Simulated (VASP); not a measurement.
# Y2TaN3 (P6/mmm) in VASP: notebook, part 2 of 2

VASP 6.6.1. Earlier steps stand in the parts before.

## Step 3: Single point, PBE, collinear spin, ferrimagnetic start

This run uses another cell than the first one, of 16.28 Å³/atom.

Input file INCAR:

```
  ALGO = Normal
  EDIFF = 1E-6
  ENCUT = 600
  GGA = PE
  GGA_COMPAT = F
  ISIF = 2
  ISMEAR = 0
  ISPIN = 2
  LASPH = T
  LCHARG = T
  LELF = T
  LMAXMIX = 4
  LORBIT = 11
  LREAL = F
  LVHAR = T
  LWAVE = F
  MAGMOM = 0 0 0.55 -0.23 -0.23 -0.23
  NBANDS = 37
  NELM = 200
  PREC = Accurate
  SIGMA = 0.1
```

Input file KPOINTS:

```
k-points
0
Gamma
  6 6 12
```

Input file POSCAR:

```
Y2TaN3
1.0
    6.0159911695      0.0000000000      0.0000000000
   -3.0079955847      5.2100011817      0.0000000000
    0.0000000000      0.0000000000      3.1169936102
Y Ta N
2 1 3
Direct
    0.3333333333      0.6666666667      0.0000000000
    0.6666666667      0.3333333333      0.0000000000
    0.0000000000      0.0000000000      0.0000000000
    0.5000000000      0.0000000000      0.5000000000
    0.5000000000      0.5000000000      0.5000000000
    0.0000000000      0.5000000000      0.5000000000
```

Potentials or basis: VASP PAW PBE potentials, release 64 (Y_sv, Ta_pv, N).

Launch:

```sh
cat potpaw_PBE.64/Y_sv/POTCAR potpaw_PBE.64/Ta_pv/POTCAR potpaw_PBE.64/N/POTCAR > POTCAR
mpirun -np 1 vasp_std > vasp.out
```

OUTCAR:

```text
EDIFF = 1E-6
   ENCUT = 600
   GGA = PE
   ISIF = 2
   ISMEAR = 0
   ISPIN = 2
   LASPH = T
   LORBIT = 11
   LREAL = F
   NELM = 200
   PREC = Accurate

 ion  position               nearest neighbor table
   1  0.333  0.667  0.000-   4 2.33   4 2.33   6 2.33   6 2.33   5 2.33   5 2.33   2 3.47   3 3.47
                             2 3.47   3 3.47   3 3.47   2 3.47
   2  0.667  0.333  0.000-   4 2.33   4 2.33   6 2.33   6 2.33   5 2.33   5 2.33   1 3.47   3 3.47
                             1 3.47   3 3.47   3 3.47   1 3.47
   3  0.000  0.000  0.000-   1 3.47   2 3.47   1 3.47   2 3.47   2 3.47   1 3.47
   4  0.500  0.000  0.500-   1 2.33   2 2.33   1 2.33   2 2.33
   5  0.500  0.500  0.500-   1 2.33   2 2.33   1 2.33   2 2.33
   6  0.000  0.500  0.500-   1 2.33   2 2.33   1 2.33   2 2.33

  LATTYP: Found a hexagonal cell.
 ALAT       =     6.0159911695
 C/A-ratio  =     0.5181180494

  Lattice vectors:

 A1 = (   6.0159911695,   0.0000000000,   0.0000000000)
 A2 = (  -3.0079955847,   5.2100011817,   0.0000000000)
 A3 = (   0.0000000000,   0.0000000000,   3.1169936102)

Analysis of symmetry for initial positions (statically):
=====================================================================
 Subroutine PRICEL returns:
 Original cell was already a primitive cell.

 Routine SETGRP: Setting up the symmetry group for a
 hexagonal supercell.

 Subroutine GETGRP returns: Found 24 space group operations
 (whereof 24 operations were pure point group operations)
 out of a pool of 24 trial point group operations.

The static configuration has the point symmetry D_6h.

Analysis of symmetry for dynamics (positions and initial velocities):
=====================================================================
 Subroutine PRICEL returns:
 Original cell was already a primitive cell.

 Routine SETGRP: Setting up the symmetry group for a
 hexagonal supercell.

 Subroutine GETGRP returns: Found 24 space group operations
 (whereof 24 operations were pure point group operations)
 out of a pool of 24 trial point group operations.

The dynamic configuration has the point symmetry D_6h.

Analysis of structural, dynamic, and magnetic symmetry:
=====================================================================
 Subroutine PRICEL returns:
 Original cell was already a primitive cell.

 Routine SETGRP: Setting up the symmetry group for a
 hexagonal supercell.

 Subroutine GETGRP returns: Found 24 space group operations
 (whereof 24 operations were pure point group operations)
 out of a pool of 24 trial point group operations.

The overall configuration has the point symmetry D_6h.

 Subroutine INISYM returns: Found 24 space group operations
 (whereof 24 operations are pure point group operations),
 and found     1 'primitive' translations

----------------------------------------------------------------------------------------

                                     Primitive cell

  volume of cell :      97.6969

  direct lattice vectors                    reciprocal lattice vectors
     6.015991170  0.000000000  0.000000000     0.166223648  0.095969268  0.000000000
    -3.007995585  5.210001182  0.000000000     0.000000000  0.191938536  0.000000000
[... 102 lines left out ...]
   TEBEG  =    0.0;   TEEND  =   0.0 temperature during run
   PSTRESS=    0.0 pullay stress
   NELECT =      48.0000    total number of electrons
   NUPDOWN=      -1.0000    fix difference up-down
   EMIN   =  10.00;   EMAX   =-10.00  energy-range for DOS
   EFERMI =   0.00;   METHOD = LEGACY
   ISMEAR =     0;   SIGMA  =   0.10  broadening in eV -4-tet -1-fermi 0-gaus
   EFERMI_NEDOS =   21; number of points for ismear=-14 and -15
   IALGO  =     38    algorithm
   IMIX   =      4    mixing-type and parameters
     AMIX     =   0.40;   BMIX     =  1.00
     AMIX_MAG =   1.60;   BMIX_MAG =  1.00
  volume/ion in A,a.u.               =      16.28       109.88
  Fermi-wavevector in a.u.,A,eV,Ry     =   1.291799  2.441146 22.704649  1.668745
  Thomas-Fermi vector in A             =   2.423547
   LORBIT       =     11    0 simple, 1 ext, 2 COOP (PROOUT), +10 PAW based schemes
   GGA     = PE    functional components
   LHFCALC =     F    Hartree Fock is set to
   AEXX    =    0.0000 exact exchange contribution
   IVDW    =     0    specifies the selected vdW correction
   LEPSILON=     F    determine dielectric tensor
   LRPA    =     F    only Hartree local field effects (RPA)
 spin polarized calculation
 Gauss-broadening in eV      SIGMA  =   0.10
  energy-cutoff  :      600.00
  volume of cell :       97.70
 maximum number of plane-waves:      3277
   NGX = 25   NGY = 25   NGZ = 13

 number of electron      48.0000000 magnetization      -0.0020638

 number of electron      48.0000000 magnetization       0.0007203

 Free energy of the ion-electron system (eV)
  ---------------------------------------------------
  ext. energy  EPLUGINS =         0.00000000
  ---------------------------------------------------
  free energy    TOTEN  =       -48.48873092 eV

  energy without entropy =      -48.46169038  energy(sigma->0) =      -48.47521065

 E-fermi :   3.2715     XC(G=0): -10.8650

 val. band max:        3.2463192373   @ k =   0.1667   0.0000   0.0833
 cond. band min:       3.2761735091   @ k =   0.1667   0.1667   0.0000
 fundamental gap:      0.0298542718
 Fermi energy:         3.2715151251

 spin component 1

 k-point     1 :       0.0000    0.0000    0.0000
  band No.  band energies     occupation
      1     -36.6512      1.00000
      2     -36.5826      1.00000
      3     -32.5792      1.00000
      4     -32.5792      1.00000
      5     -32.0171      1.00000
      6     -17.3311      1.00000
[... 925 lines left out ...]
     35      10.1532      0.00000
     36      11.1419      0.00000

 [... further k-points ...]

 spin component 2

 k-point     1 :       0.0000    0.0000    0.0000
  band No.  band energies     occupation
      1     -36.6512      1.00000
      2     -36.5826      1.00000
      3     -32.5793      1.00000
      4     -32.5793      1.00000
      5     -32.0171      1.00000
      6     -17.3311      1.00000
[... 925 lines left out ...]
     35      10.1532      0.00000
     36      11.1419      0.00000

 [... further k-points ...]

 [bands above 36 left out]

------------------------ aborting loop because EDIFF is reached ----------------------------------------

  FORCE on cell =-STRESS in cart. coord.  units (eV):
  Direction    XX          YY          ZZ          XY          YZ          ZX
  --------------------------------------------------------------------------------------
  -------------------------------------------------------------------------------------
  Total       -0.4488450     -0.4488450     -1.3936875     -0.0000000      0.0000000      0.0000000
  in kB       -7.3608174     -7.3608174    -22.8557285     -0.0000000      0.0000000      0.0000000
  external PRESSURE =     -12.5257878 kB  Pullay stress =       0.0000000 kB

 VOLUME and BASIS-vectors are now :
 -----------------------------------------------------------------------------
  energy-cutoff  :      600.00
  volume of cell :       97.70
      direct lattice vectors                 reciprocal lattice vectors
     6.015991170  0.000000000  0.000000000     0.166223648  0.095969268  0.000000000
    -3.007995585  5.210001182  0.000000000     0.000000000  0.191938536  0.000000000
     0.000000000  0.000000000  3.116993610     0.000000000  0.000000000  0.320821960

 POSITION                                       TOTAL-FORCE (eV/Angst)
 -----------------------------------------------------------------------------------
     -0.00000      3.47333      0.00000        -0.000000      0.000000     -0.000000
      3.00800      1.73667      0.00000         0.000000     -0.000000      0.000000
      0.00000      0.00000      0.00000        -0.000000      0.000000      0.000000
      3.00800      0.00000      1.55850        -0.000000      0.000000      0.000000
      1.50400      2.60500      1.55850        -0.000000      0.000000      0.000000
     -1.50400      2.60500      1.55850        -0.000000      0.000000      0.000000
 -----------------------------------------------------------------------------------
    total drift:                               -0.000000      0.000000     -0.000000

  FREE ENERGIE OF THE ION-ELECTRON SYSTEM (eV)
  ---------------------------------------------------
  free  energy   TOTEN  =       -48.4887309239 eV

  energy  without entropy=      -48.4616903849  energy(sigma->0) =      -48.47521065

 total charge

# of ion       s       p       d       f       tot
--------------------------------------------------
    1        2.212   6.598   1.265   0.129  10.204
    2        2.212   6.598   1.265   0.129  10.204
    3        0.358   5.996   2.051   0.000   8.405
    4        1.290   2.284   0.000   0.000   3.574
    5        1.290   2.284   0.000   0.000   3.574
    6        1.290   2.284   0.000   0.000   3.574
--------------------------------------------------
tot          8.653  26.044   4.581   0.257  39.535

 magnetization (x)

# of ion       s       p       d       f       tot
--------------------------------------------------
    1       -0.000   0.000  -0.000   0.000  -0.000
    2       -0.000   0.000  -0.000   0.000  -0.000
    3       -0.000  -0.000  -0.000   0.000  -0.000
    4        0.000   0.000   0.000   0.000   0.000
    5        0.000   0.000   0.000   0.000   0.000
    6        0.000   0.000   0.000   0.000   0.000
--------------------------------------------------
tot         -0.000   0.001  -0.000   0.000   0.000
```

Wall time 5.3 min (1 thread of AMD EPYC 9R45 (Zen 5), shared host); peak memory 0.5 GiB.

What came out:

| Item | Value |
| --- | --- |
| Free energy | -48.4887 eV |
| Pressure | -1.3 GPa |
| Band gap on the k mesh | zero (filled and empty bands overlap) |
| Net moment | 0.00 μB per cell |
| Valence electrons inside the program's atomic spheres | Y 10.20; Ta 8.40; N 3.57 |

Stress tensor (GPa, compression positive):
```
-0.74  0.00  0.00
 0.00 -0.74  0.00
 0.00  0.00 -2.29
```

Caveat: spin-orbit coupling is left out, which moves the levels of the heavy elements.

The gap in the log of VASP goes by the Fermi energy; the results here count the filled bands.